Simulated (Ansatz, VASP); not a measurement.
BaRe: VASP beside Ansatz

```
Ba Re
1.0
     3.59101    0.00000    0.00000
     0.00000    3.59101    0.00000
     0.00000    0.00000    3.59101
Ba Re
1 1
Direct
  0.00000 0.00000 0.00000
  0.50000 0.50000 0.50000
```

Alike in both runs: task single point; functional PBEsol; k mesh 8 × 8 × 8; occupations gaussian, width 0.05 eV; no spin polarisation.

|  | VASP | Ansatz |
| --- | --- | --- |
| version | VASP 6.6.1 | Ansatz 0.2.0 |
| potentials or method | VASP PAW PBE potentials, release 64 (Ba_sv, Re), cutoff 520 eV | scalar-relativistic, plane waves, PAW |
| valence electrons in the cell | 17 | 25 |

```csv
,VASP,Ansatz,Ansatz less VASP
gap on the k mesh at the Fermi level (eV),none,none,-
pressure (GPa),4.2,1.4,-2.80
```

VASP's potentials were made for PBE, not for PBEsol. A gap of «none» marks a metal or a gap that the smearing closes. VASP's potentials hold 17 valence electrons a cell and Ansatz's 25, so a difference there can come from the potentials and not from the codes.

Neither program's run includes spin-orbit coupling.
